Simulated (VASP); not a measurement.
# GaN (P6_3mc) in VASP: relaxation of the atoms with PBE

Aim: the relaxation of the atoms of GaN with PBE.

All numbers are computed with VASP 6.6.1; they aren't measurements. Logs are shortened: lines on timing, memory, paths and dates and some standing lists are left out, and cuts for length are marked.

## 1. The cell of the first run

Symmetry: P6_3mc, No. 186, hexagonal system. The conventional cell has a = 3.208 Å, b = 3.208 Å, c = 5.185 Å, α = 90.00°, β = 90.00°, γ = 120.00°. Ga (site symmetry 3m) has 4 N at 1.95 to 1.96 Å within 2.6 Å. Within 2.6 Å of N (site symmetry 3m) lie 4 Ga at 1.95 to 1.96 Å.

## 2. Relaxation of the atoms, PBE

The input, INCAR:

```
  PREC = Accurate
  ENCUT = 520
  EDIFF = 1E-6
  ISMEAR = 0
  SIGMA = 0.05
  LREAL = False
  LASPH = True
  NELM = 60
  ALGO = Normal
  ISIF = 2
  LWAVE = False
  LCHARG = False
  GGA = PE
  IBRION = 2
  NSW = 80
  EDIFFG = -0.003
```

The input, KPOINTS:

```
Automatic mesh
0
Gamma
  8 8 5
```

The input, POSCAR:

```
GaN
1.0
    3.2081340000      0.0000000000      0.0000000000
   -1.6040670000      2.7783255400      0.0000000000
    0.0000000000      0.0000000000      5.1850000000
Ga N
2 2
Direct
    0.3333333333      0.6666666667      0.0000000000
    0.6666666667      0.3333333333      0.5000000000
    0.3333333333      0.6666666667      0.3770000000
    0.6666666667      0.3333333333      0.8770000000
```

Potentials or basis: VASP PAW PBE potentials, release 64 (Ga_d, N).

Started as:

```bash
> cat potpaw_PBE.64/Ga_d/POTCAR potpaw_PBE.64/N/POTCAR > POTCAR
> mpirun -np 1 vasp_std > vasp.out
```

OUTCAR:

```text
PREC = Accurate
   ENCUT = 520
   EDIFF = 1E-6
   ISMEAR = 0
   LREAL = False
   LASPH = True
   NELM = 60
   ISIF = 2
   GGA = PE
   IBRION = 2
   NSW = 80
   EDIFFG = -0.003

 ion  position               nearest neighbor table
   1  0.333  0.667  0.000-   3 1.95   4 1.96   4 1.96   4 1.96
   2  0.667  0.333  0.500-   4 1.95   3 1.96   3 1.96   3 1.96
   3  0.333  0.667  0.377-   1 1.95   2 1.96   2 1.96   2 1.96
   4  0.667  0.333  0.877-   2 1.95   1 1.96   1 1.96   1 1.96

  LATTYP: Found a hexagonal cell.
 ALAT       =     3.2081340000
 C/A-ratio  =     1.6162043107

  Lattice vectors:

 A1 = (   3.2081340000,   0.0000000000,   0.0000000000)
 A2 = (  -1.6040670000,   2.7783255400,   0.0000000000)
 A3 = (   0.0000000000,   0.0000000000,   5.1850000000)

Analysis of symmetry for initial positions (statically):
=====================================================================
 Subroutine PRICEL returns:
 Original cell was already a primitive cell.

 Routine SETGRP: Setting up the symmetry group for a
 hexagonal supercell.

 Subroutine GETGRP returns: Found 12 space group operations
 (whereof  6 operations were pure point group operations)
 out of a pool of 24 trial point group operations.

The static configuration has the point symmetry C_3v.
 The point group associated with its full space group is C_6v.

Analysis of symmetry for dynamics (positions and initial velocities):
=====================================================================
 Subroutine PRICEL returns:
 Original cell was already a primitive cell.

 Routine SETGRP: Setting up the symmetry group for a
 hexagonal supercell.

 Subroutine GETGRP returns: Found 12 space group operations
 (whereof  6 operations were pure point group operations)
 out of a pool of 24 trial point group operations.

The dynamic configuration has the point symmetry C_3v.
 The point group associated with its full space group is C_6v.

 Subroutine INISYM returns: Found 12 space group operations
 (whereof  6 operations are pure point group operations),
 and found     1 'primitive' translations

----------------------------------------------------------------------------------------

                                     Primitive cell

  volume of cell :      46.2152

  direct lattice vectors                    reciprocal lattice vectors
     3.208134000  0.000000000  0.000000000     0.311707678  0.179964512  0.000000000
    -1.604067000  2.778325540  0.000000000     0.000000000  0.359929024  0.000000000
     0.000000000  0.000000000  5.185000000     0.000000000  0.000000000  0.192864031

  length of vectors
     3.208134000  3.208133998  5.185000000     0.359929024  0.359929024  0.192864031

  position of ions in fractional coordinates (direct lattice)
     0.333333333  0.666666667  0.000000000
     0.666666667  0.333333333  0.500000000
     0.333333333  0.666666667  0.377000000
     0.666666667  0.333333333  0.877000000

  ion indices of the primitive-cell ions
   primitive index   ion index
                 1           1
                 2           2
                 3           3
                 4           4

----------------------------------------------------------------------------------------

 KPOINTS: Automatic mesh

Automatic generation of k-mesh.
 Grid dimensions read from file:
 generate k-points for:    8    8    5

 Generating k-lattice:

  Cartesian coordinates                     Fractional coordinates (reciprocal lattice)
     0.038963460  0.022495564  0.000000000     0.125000000 -0.000000000  0.000000000
     0.000000000  0.044991128  0.000000000     0.000000000  0.125000000  0.000000000
     0.000000000  0.000000000  0.038572806     0.000000000  0.000000000  0.200000000

  Length of vectors
     0.044991128  0.044991128  0.038572806

  Shift w.r.t. Gamma in fractional coordinates (k-lattice)
     0.000000000  0.000000000  0.000000000

 Subroutine IBZKPT returns following result:
 ===========================================

 Found     30 irreducible k-points:

 Following reciprocal coordinates:
            Coordinates               Weight
  0.000000  0.000000  0.000000      1.000000
  0.125000 -0.000000  0.000000      6.000000
  0.250000 -0.000000  0.000000      6.000000
  0.375000  0.000000  0.000000      6.000000
  0.500000 -0.000000  0.000000      3.000000
  0.125000  0.125000  0.000000      6.000000
[... 16 lines left out ...]
  0.250000 -0.000000  0.400000     12.000000
  0.375000  0.000000  0.400000     12.000000
 [... further k-points ...]
   k-points           NKPTS =     30   k-points in BZ     NKDIM =     30   number of bands    NBANDS=     22
   number of dos      NEDOS =    301   number of ions     NIONS =      4
   total plane-waves  NPLWV =  23040
   dimension x,y,z NGX =    24 NGY =   24 NGZ =   40
   dimension x,y,z NGXF=    48 NGYF=   48 NGZF=   80
   ions per type =               2   2
   NGX,Y,Z   is equivalent  to a cutoff of  12.44, 12.44, 12.83 a.u.
   NGXF,Y,Z  is equivalent  to a cutoff of  24.87, 24.87, 25.65 a.u.
 SYSTEM =  unknown system
   PREC   = accura    normal or accurate (medium, high low for compatibility)
   ISTART =      0    job   : 0-new  1-cont  2-samecut
   ICHARG =      2    charge: 1-file 2-atom 10-const
   ISPIN  =      1    spin polarized calculation?
   LNONCOLLINEAR =      F non collinear calculations
   LSORBIT =      F    spin-orbit coupling
   LASPH  =      T    aspherical Exc in radial PAW
   ENCUT  =  520.0 eV  38.22 Ry    6.18 a.u.   5.97  5.97  9.64*2*pi/ulx,y,z
   NELM   =     60;   NELMIN=  2; NELMDL= -5     # of ELM steps
   EDIFF  = 0.1E-05   stopping-criterion for ELM
   LREAL  =      F    real-space projection
   EDIFFG = -.3E-02   stopping-criterion for IOM
   NSW    =     80    number of steps for IOM
   IBRION =      2    ionic relax: 0-MD 1-quasi-New 2-CG
   NFREE  =      1    steps in history (QN), initial steepest desc. (CG)
   ISIF   =      2    stress and relaxation
   ISYM   =      2    0-nonsym 1-usesym 2-fastsym
   POTIM  = 0.5000    time-step for ionic-motion
   TEBEG  =    0.0;   TEEND  =   0.0 temperature during run
   PSTRESS=    0.0 pullay stress
   NELECT =      36.0000    total number of electrons
   NUPDOWN=      -1.0000    fix difference up-down
   EMIN   =  10.00;   EMAX   =-10.00  energy-range for DOS
   EFERMI =   0.00;   METHOD = LEGACY
   ISMEAR =     0;   SIGMA  =   0.05  broadening in eV -4-tet -1-fermi 0-gaus
   EFERMI_NEDOS =   21; number of points for ismear=-14 and -15
   IALGO  =     38    algorithm
   IMIX   =      4    mixing-type and parameters
     AMIX     =   0.40;   BMIX     =  1.00
     AMIX_MAG =   1.60;   BMIX_MAG =  1.00
  volume/ion in A,a.u.               =      11.55        77.97
  Fermi-wavevector in a.u.,A,eV,Ry     =   1.506309  2.846512 30.871186  2.268968
  Thomas-Fermi vector in A             =   2.617044
   LORBIT       =      0    0 simple, 1 ext, 2 COOP (PROOUT), +10 PAW based schemes
   GGA     = PE    functional components
   LHFCALC =     F    Hartree Fock is set to
   AEXX    =    0.0000 exact exchange contribution
   IVDW    =     0    specifies the selected vdW correction
   LEPSILON=     F    determine dielectric tensor
   LRPA    =     F    only Hartree local field effects (RPA)
 conjugate gradient relaxation of ions
 non-spin polarized calculation
 Gauss-broadening in eV      SIGMA  =   0.05
  energy-cutoff  :      520.00
  volume of cell :       46.22
 maximum number of plane-waves:      1262
 NGX is ok and might be reduce to    24
   NGX = 11   NGY = 11   NGZ = 19

--------------------------------------- Ionic step        1  -------------------------------------------

 number of electron      35.9999967 magnetization

 Free energy of the ion-electron system (eV)
  ---------------------------------------------------
  ext. energy  EPLUGINS =         0.00000000
  ---------------------------------------------------
  free energy    TOTEN  =       -24.31654260 eV

  energy without entropy =      -24.31654260  energy(sigma->0) =      -24.31654260

------------------------ aborting loop because EDIFF is reached ----------------------------------------

  FORCE on cell =-STRESS in cart. coord.  units (eV):
  Direction    XX          YY          ZZ          XY          YZ          ZX
  --------------------------------------------------------------------------------------
  -------------------------------------------------------------------------------------
  Total        0.6550240      0.6550240      1.4635142      0.0000000      0.0000000      0.0000000
  in kB       22.7082347     22.7082346     50.7368052      0.0000000      0.0000000      0.0000000
  external PRESSURE =      32.0510915 kB  Pullay stress =       0.0000000 kB

 VOLUME and BASIS-vectors are now :
 -----------------------------------------------------------------------------
  energy-cutoff  :      520.00
  volume of cell :       46.22
      direct lattice vectors                 reciprocal lattice vectors
     3.208134000  0.000000000  0.000000000     0.311707678  0.179964512  0.000000000
    -1.604067000  2.778325540  0.000000000     0.000000000  0.359929024  0.000000000
     0.000000000  0.000000000  5.185000000     0.000000000  0.000000000  0.192864031
[... 39 lines left out ...]
 POSITION                                       TOTAL-FORCE (eV/Angst)
 -----------------------------------------------------------------------------------
     -0.00000      1.85222      5.18214        -0.000000      0.000000      0.006436
      1.60407      0.92611      2.58964         0.000000     -0.000000      0.006436
     -0.00000      1.85222      1.95761        -0.000000      0.000000     -0.006436
      1.60407      0.92611      4.55011         0.000000     -0.000000     -0.006436
 -----------------------------------------------------------------------------------
    total drift:                               -0.000001     -0.000001     -0.000402

  FREE ENERGIE OF THE ION-ELECTRON SYSTEM (eV)
  ---------------------------------------------------
  free  energy   TOTEN  =       -24.3168236009 eV

  energy  without entropy=      -24.3168236009  energy(sigma->0) =      -24.31682360

--------------------------------------- Ionic step        3  -------------------------------------------

 number of electron      35.9999968 magnetization

 Free energy of the ion-electron system (eV)
  ---------------------------------------------------
  ext. energy  EPLUGINS =         0.00000000
  ---------------------------------------------------
  free energy    TOTEN  =       -24.31682675 eV

  energy without entropy =      -24.31682675  energy(sigma->0) =      -24.31682675

 E-fermi :   5.4627     XC(G=0): -11.6075

 val. band max:        5.1876962650   @ k =   0.0000   0.0000   0.0000
 cond. band min:       7.0406178857   @ k =   0.0000   0.0000   0.0000
 fundamental gap:      1.8529216207
 Fermi energy:         5.4627287745

 k-point     1 :       0.0000    0.0000    0.0000
  band No.  band energies     occupation
      1     -10.6864      2.00000
      2      -9.8012      2.00000
      3      -8.2326      2.00000
      4      -8.2195      2.00000
      5      -8.2195      2.00000
      6      -8.1594      2.00000
[... 14 lines left out ...]
     21      14.3822      0.00000
     22      14.9556      0.00000
[... 552 lines left out ...]
  band No.  band energies     occupation
      1      -9.7645      2.00000
      2      -9.6864      2.00000
      3      -8.1760      2.00000
      4      -8.1429      2.00000
      5      -8.0932      2.00000
      6      -8.0440      2.00000
[... 14 lines left out ...]
     21      12.6473      0.00000
     22      13.1490      0.00000

 [... further k-points ...]

------------------------ aborting loop because EDIFF is reached ----------------------------------------

  FORCE on cell =-STRESS in cart. coord.  units (eV):
  Direction    XX          YY          ZZ          XY          YZ          ZX
  --------------------------------------------------------------------------------------
  -------------------------------------------------------------------------------------
  Total        0.7087618      0.7087618      1.3597252      0.0000000     -0.0000000     -0.0000000
  in kB       24.5712057     24.5712057     47.1386720      0.0000000     -0.0000000     -0.0000000
  external PRESSURE =      32.0936945 kB  Pullay stress =       0.0000000 kB

 VOLUME and BASIS-vectors are now :
 -----------------------------------------------------------------------------
  energy-cutoff  :      520.00
  volume of cell :       46.22
      direct lattice vectors                 reciprocal lattice vectors
     3.208134000  0.000000000  0.000000000     0.311707678  0.179964512  0.000000000
    -1.604067000  2.778325540  0.000000000     0.000000000  0.359929024  0.000000000
     0.000000000  0.000000000  5.185000000     0.000000000  0.000000000  0.192864031

 POSITION                                       TOTAL-FORCE (eV/Angst)
 -----------------------------------------------------------------------------------
     -0.00000      1.85222      5.18247        -0.000000     -0.000000     -0.002226
      1.60407      0.92611      2.58997         0.000000     -0.000000     -0.002226
     -0.00000      1.85222      1.95728         0.000000     -0.000000      0.002226
      1.60407      0.92611      4.54978        -0.000000      0.000000      0.002226
 -----------------------------------------------------------------------------------
    total drift:                               -0.000001     -0.000001     -0.003928

  FREE ENERGIE OF THE ION-ELECTRON SYSTEM (eV)
  ---------------------------------------------------
  free  energy   TOTEN  =       -24.3168267521 eV

  energy  without entropy=      -24.3168267521  energy(sigma->0) =      -24.31682675

 reached required accuracy - stopping structural energy minimisation
```

It took 75 s on 1 thread of Intel Xeon 8259CL, shared host; peak memory 0.17 GiB.

Results:

```
Free energy               : -24.3168 eV
Energy gained by relaxing : 0.1 meV/atom
Ionic steps               : 3
Pressure after relaxing   : 3.2 GPa
Band gap on the k mesh    : 1.85 eV
```

Forces in eV/Å, atoms in the order of the input:
```
Ga   0.000  0.000 -0.002
Ga   0.000  0.000 -0.002
N    0.000  0.000  0.002
N    0.000  0.000  0.002
```

Step by step:
```
step  energy change (eV)  largest force (eV/Å)  pressure (GPa)
   1              0.0000                0.0593            3.21
   2             -0.0003                0.0064            3.21
   3             -0.0003                0.0022            3.21
```

Final structure:
```yaml
crystal:
  lattice:
    - [3.20813, 0.00000, 0.00000]
    - [-1.60407, 2.77833, 0.00000]
    - [0.00000, 0.00000, 5.18500]
  atoms:
    - { symbol: Ga, position: [0.33333, 0.66667, 0.99951] }
    - { symbol: Ga, position: [0.66667, 0.33333, 0.49951] }
    - { symbol: N, position: [0.33333, 0.66667, 0.37749] }
    - { symbol: N, position: [0.66667, 0.33333, 0.87749] }
```

Levels at points of the mesh, in eV from the valence-band top:
```tsv
k point	band 15	band 16	band 17	band 18	band 19	band 20	band 21	band 22
(0.00, 0.00, 0.00)	-1.05	-0.01	-0.01	0.00	1.85	4.10	9.19	9.77
(0.50, 0.00, 0.00)	-4.13	-2.73	-2.14	-0.98	4.98	5.50	6.09	8.52
```
